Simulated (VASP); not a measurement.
Set up this calculation in VASP 6.6.1, as the native input.

* Task: single point
* Functional: PBEsol
* Potentials or basis: VASP PAW PBE potentials, release 64 (Ti_sv, H)
* Cutoff: 520 eV
* k mesh: 9 × 9 × 9
* Occupations: fermi-dirac, width 0.1 eV
* Spin: no spin polarisation
* Dipole correction: no
* Further INCAR settings: ALGO = Normal; EDIFF = 1e-06; NBANDS = 14

The structure of TiH lies in POSCAR:

```
TiH
1.0
    0.0000000000      2.0717421313      2.0717421313
    2.0717421313      0.0000000000      2.0717421313
    2.0717421313      2.0717421313      0.0000000000
Ti H
1 1
Direct
    0.0000000000      0.0000000000      0.0000000000
    0.5000000000      0.5000000000      0.5000000000
```

The input as run:

INCAR

```
ALGO = Normal
EDIFF = 1E-6
ENCUT = 520
GGA = PS
ISIF = 2
ISMEAR = -1
LASPH = True
LCHARG = False
LREAL = False
LWAVE = False
NBANDS = 14
NELM = 100
PREC = Accurate
SIGMA = 0.1
```

KPOINTS

```
k-points
0
Gamma
  9 9 9
```

Potentials or basis: VASP PAW PBE potentials, release 64 (Ti_sv, H).

Command:

```console
$ cat potpaw_PBE.64/Ti_sv/POTCAR potpaw_PBE.64/H/POTCAR > POTCAR
$ mpirun -np 1 vasp_std > vasp.out
```

Results of the run:

```yaml
Pressure: -0.2 GPa
```

Caveat: the PAW data sets were made with another functional, which shifts forces and pressure a little.

Run time: 7.5 s on 1 thread of Intel(R) Xeon(R) Platinum 8488C (Sapphire Rapids), on a shared host, peak memory 0.13 GiB.
